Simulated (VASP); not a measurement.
# CrSiB3 (Pm-3m) in VASP: further runs, part 2 of 2

VASP 6.6.1. The steps go on from the part before.

## Step 5: Single point, PBE, collinear spin, ferromagnetic start

This run uses another cell than the first one, of 11.91 Å³/atom.

INCAR reads:

```
PREC = Accurate
ENCUT = 520
EDIFF = 1E-7
ISMEAR = 0
SIGMA = 0.1
LREAL = F
LASPH = T
NELM = 150
ALGO = Normal
ISIF = 2
LWAVE = F
LCHARG = F
ISPIN = 2
MAGMOM = 0.18 0 0 0 0
LORBIT = 11
LMAXMIX = 4
GGA = PE
NBANDS = 24
```

KPOINTS reads:

```
Automatic mesh
0
Gamma
  10 10 10
```

POSCAR reads:

```
CrSiB3
1.0
    3.9051680382      0.0000000000      0.0000000000
    0.0000000000      3.9051680382      0.0000000000
    0.0000000000      0.0000000000      3.9051680382
Cr Si B
1 1 3
Direct
    0.5000000000      0.5000000000      0.5000000000
    0.0000000000      0.0000000000      0.0000000000
    0.5000000000      0.0000000000      0.5000000000
    0.0000000000      0.5000000000      0.5000000000
    0.5000000000      0.5000000000      0.0000000000
```

Potentials or basis: VASP PAW PBE potentials, release 64 (Cr_pv, Si, B).

Run with:

```console
$ cat potpaw_PBE.64/Cr_pv/POTCAR potpaw_PBE.64/Si/POTCAR potpaw_PBE.64/B/POTCAR > POTCAR
$ mpirun -np 1 vasp_std > vasp.out
```

OUTCAR:

```text
PREC = Accurate
   ENCUT = 520
   EDIFF = 1E-7
   ISMEAR = 0
   LREAL = F
   LASPH = T
   NELM = 150
   ISIF = 2
   ISPIN = 2
   LORBIT = 11
   GGA = PE

 ion  position               nearest neighbor table
   1  0.500  0.500  0.500-   3 1.95   4 1.95   5 1.95   5 1.95   3 1.95   4 1.95
   2  0.000  0.000  0.000-
   3  0.500  0.000  0.500-   1 1.95   1 1.95
   4  0.000  0.500  0.500-   1 1.95   1 1.95
   5  0.500  0.500  0.000-   1 1.95   1 1.95

  LATTYP: Found a simple cubic cell.
 ALAT       =     3.9051680382

  Lattice vectors:

 A1 = (   3.9051680382,   0.0000000000,   0.0000000000)
 A2 = (   0.0000000000,   3.9051680382,   0.0000000000)
 A3 = (   0.0000000000,   0.0000000000,   3.9051680382)

Analysis of symmetry for initial positions (statically):
=====================================================================
 Subroutine PRICEL returns:
 Original cell was already a primitive cell.

 Routine SETGRP: Setting up the symmetry group for a
 simple cubic supercell.

 Subroutine GETGRP returns: Found 48 space group operations
 (whereof 48 operations were pure point group operations)
 out of a pool of 48 trial point group operations.

The static configuration has the point symmetry O_h .

Analysis of symmetry for dynamics (positions and initial velocities):
=====================================================================
 Subroutine PRICEL returns:
 Original cell was already a primitive cell.

 Routine SETGRP: Setting up the symmetry group for a
 simple cubic supercell.

 Subroutine GETGRP returns: Found 48 space group operations
 (whereof 48 operations were pure point group operations)
 out of a pool of 48 trial point group operations.

The dynamic configuration has the point symmetry O_h .

Analysis of structural, dynamic, and magnetic symmetry:
=====================================================================
 Subroutine PRICEL returns:
 Original cell was already a primitive cell.
[... 169 lines left out ...]
 fundamental gap:      0.0089594313
 Fermi energy:         6.2416816674

 spin component 1

 k-point     1 :       0.0000    0.0000    0.0000
  band No.  band energies     occupation
      1     -36.2249      1.00000
      2     -36.2249      1.00000
      3     -36.2249      1.00000
      4      -5.4893      1.00000
      5       0.9301      1.00000
      6       0.9301      1.00000
[... 637 lines left out ...]
     23      13.0438      0.00000
     24      14.2034      0.00000

 [... further k-points ...]

 spin component 2

 k-point     1 :       0.0000    0.0000    0.0000
  band No.  band energies     occupation
      1     -36.2246      1.00000
      2     -36.2246      1.00000
      3     -36.2246      1.00000
      4      -5.4893      1.00000
      5       0.9301      1.00000
      6       0.9301      1.00000
[... 637 lines left out ...]
     23      13.0438      0.00000
     24      14.2038      0.00000

 [... further k-points ...]

------------------------ aborting loop because EDIFF is reached ----------------------------------------

  FORCE on cell =-STRESS in cart. coord.  units (eV):
  Direction    XX          YY          ZZ          XY          YZ          ZX
  --------------------------------------------------------------------------------------
  -------------------------------------------------------------------------------------
  Total       -0.0933005     -0.0933005     -0.0933005     -0.0000000     -0.0000000     -0.0000000
  in kB       -2.5100104     -2.5100104     -2.5100104     -0.0000000     -0.0000000     -0.0000000
  external PRESSURE =      -2.5100104 kB  Pullay stress =       0.0000000 kB

 VOLUME and BASIS-vectors are now :
 -----------------------------------------------------------------------------
  energy-cutoff  :      520.00
  volume of cell :       59.56
      direct lattice vectors                 reciprocal lattice vectors
     3.905168038  0.000000000  0.000000000     0.256070927  0.000000000  0.000000000
     0.000000000  3.905168038  0.000000000     0.000000000  0.256070927  0.000000000
     0.000000000  0.000000000  3.905168038     0.000000000  0.000000000  0.256070927

 POSITION                                       TOTAL-FORCE (eV/Angst)
 -----------------------------------------------------------------------------------
      1.95258      1.95258      1.95258         0.000000      0.000000      0.000000
      0.00000      0.00000      0.00000         0.000000      0.000000      0.000000
      1.95258      0.00000      1.95258         0.000000      0.000000      0.000000
      0.00000      1.95258      1.95258         0.000000      0.000000      0.000000
      1.95258      1.95258      0.00000         0.000000      0.000000      0.000000
 -----------------------------------------------------------------------------------
    total drift:                                0.000000      0.000000      0.000000

  FREE ENERGIE OF THE ION-ELECTRON SYSTEM (eV)
  ---------------------------------------------------
  free  energy   TOTEN  =       -28.7482081596 eV

  energy  without entropy=      -28.7300418295  energy(sigma->0) =      -28.73912499

 total charge

# of ion       s       p       d       tot
------------------------------------------
    1        0.504   6.552   4.637  11.693
    2        1.012   0.408   0.000   1.421
    3        0.779   0.887   0.000   1.665
    4        0.779   0.887   0.000   1.665
    5        0.779   0.887   0.000   1.665
--------------------------------------------------
tot          3.852   9.621   4.637  18.110

 magnetization (x)

# of ion       s       p       d       tot
------------------------------------------
    1        0.000   0.000   0.000   0.000
    2       -0.000  -0.000   0.000  -0.000
    3       -0.000   0.000   0.000   0.000
    4       -0.000   0.000   0.000   0.000
    5       -0.000   0.000   0.000   0.000
--------------------------------------------------
tot         -0.000   0.000   0.000   0.000
```

It took 2.6 min on 1 thread of Intel Xeon Platinum 8488C (Sapphire Rapids), shared host; peak memory 0.27 GiB.

What came out:

```yaml
Free_energy: -28.7482 eV
Pressure: -0.3 GPa
Net_moment: 0.00 μB per cell
Valence_electrons_inside_the_program's_atomic_spheres: Cr 11.69; Si 1.42; B 1.67
```

Levels at points of the mesh, in eV from the Fermi level:
Spin up:
| k point | band 9 | band 10 | band 11 | band 12 | band 13 | band 14 | band 15 | band 16 | band 17 | band 18 |
| --- | --- | --- | --- | --- | --- | --- | --- | --- | --- | --- |
| (0.00, 0.00, 0.00) | -3.39 | -2.79 | -0.13 | -0.13 | -0.13 | 2.79 | 2.79 | 2.79 | 3.23 | 3.23 |
| (0.50, 0.00, 0.00) | -2.75 | -2.10 | -1.26 | -1.26 | -0.04 | 0.32 | 2.05 | 2.05 | 2.41 | 4.18 |
| (0.50, 0.50, 0.00) | -2.67 | -2.00 | -2.00 | -1.18 | 0.82 | 0.82 | 0.87 | 1.19 | 3.71 | 3.96 |
| (0.50, 0.50, 0.50) | -5.29 | -5.29 | -4.17 | -2.64 | -2.64 | 1.59 | 1.59 | 1.59 | 5.82 | 5.82 |
Spin down:
| k point | band 10 | band 11 | band 12 | band 13 | band 14 | band 15 | band 16 | band 17 |
| --- | --- | --- | --- | --- | --- | --- | --- | --- |
| (0.00, 0.00, 0.00) | -2.79 | -0.13 | -0.13 | -0.13 | 2.79 | 2.79 | 2.79 | 3.23 |
| (0.50, 0.00, 0.00) | -2.10 | -1.26 | -1.26 | -0.04 | 0.32 | 2.05 | 2.05 | 2.41 |
| (0.50, 0.50, 0.00) | -2.00 | -2.00 | -1.18 | 0.82 | 0.82 | 0.88 | 1.18 | 3.71 |
| (0.50, 0.50, 0.50) | -5.29 | -4.17 | -2.64 | -2.64 | 1.59 | 1.59 | 1.59 | 5.82 |

## Step 6: Overview

| cell | k mesh | gap on the mesh (eV) | pressure (GPa) | moment (μB) |
| --- | --- | --- | --- | --- |
| a = 3.747 Å, 5 atoms | 4 × 4 × 4 | none | 20.8 | 0.12 |
| a = 3.901 Å, 5 atoms | 4 × 4 × 4 | none | 0.2 | 0.14 |
| a = 3.905 Å, 5 atoms | 10 × 10 × 10 | none | -0.3 | 0.00 |

Alike in all rows: task single point; level PBE; potentials or basis VASP PAW PBE potentials, release 64 (Cr_pv, Si, B); spin collinear, ferromagnetic start; cutoff (eV) 520; smearing gaussian 0.1 eV.

Caveats: some runs use coarse meshes.

Total energies depend on the potentials used, so only differences within one code and one set of settings carry meaning.
